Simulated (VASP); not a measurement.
Here is a VASP 6.6.1 calculation.

The input INCAR:

```
SYSTEM = MgB2
PREC     = Accurate       ! precision mode
ENCUT    = 600            ! plane-wave cutoff, eV
EDIFF    = 1E-6           ! SCF threshold, eV
ISMEAR   = 0              ! smearing method
SIGMA    = 0.1            ! smearing width, eV
LREAL    = .FALSE.        ! projectors in reciprocal space
LASPH    = .TRUE.         ! aspherical terms in the spheres
NELM     = 100            ! most SCF steps
ALGO     = Normal         ! electronic algorithm
ISIF     = 3              ! what is computed and relaxed
LWAVE    = .FALSE.        ! write WAVECAR
LCHARG   = .FALSE.        ! write CHGCAR
GGA      = PE             ! functional
IBRION   = 2              ! ionic algorithm
NSW      = 80             ! ionic steps
EDIFFG   = -0.003         ! ionic threshold
PSTRESS  = 50.0
```

Contents of KPOINTS:

```
regular mesh
0
G
  24 24 18
  0 0 0
```

File POSCAR:

```
MgB2
1.0
    3.0753710793      0.0000000000      0.0000000000
   -1.5376855397      2.6633494808      0.0000000000
    0.0000000000      0.0000000000      3.5241503870
Mg B
1 2
Direct
    0.0000000000      0.0000000000      0.0000000000
    0.3333333333      0.6666666667      0.5000000000
    0.6666666667      0.3333333333      0.5000000000
```

Potentials or basis: VASP PAW PBE potentials, release 64 (Mg, B).

The run is started by

```bash
$ cat potpaw_PBE.64/Mg/POTCAR potpaw_PBE.64/B/POTCAR > POTCAR
$ mpirun -np 1 vasp_std > vasp.out
```

Q: Predict the band gap on the k mesh.

A: Zero (bands 4 and 5 overlap by 3.94 eV).

Q: Estimate the relaxed volume.

A: 9.29 Å³/atom.

Q: What does it give for the space group after relaxing (to 0.1 Å)?

A: P6/mmm (No. 191).

The path:
```
step  energy change (eV)  largest force (eV/Å)  pressure (GPa)  volume (Å³)
   1              0.0000                0.0000           -0.27        28.87
   2              0.0276                0.0000            7.37        27.56
   3              0.0134                0.0000            5.03        27.93
   4              0.0137                0.0000            5.02        27.89
   5              0.0140                0.0000            5.01        27.88
```

Caveat: the cell is relaxed towards a set pressure, so the run minimises the enthalpy, not the energy.
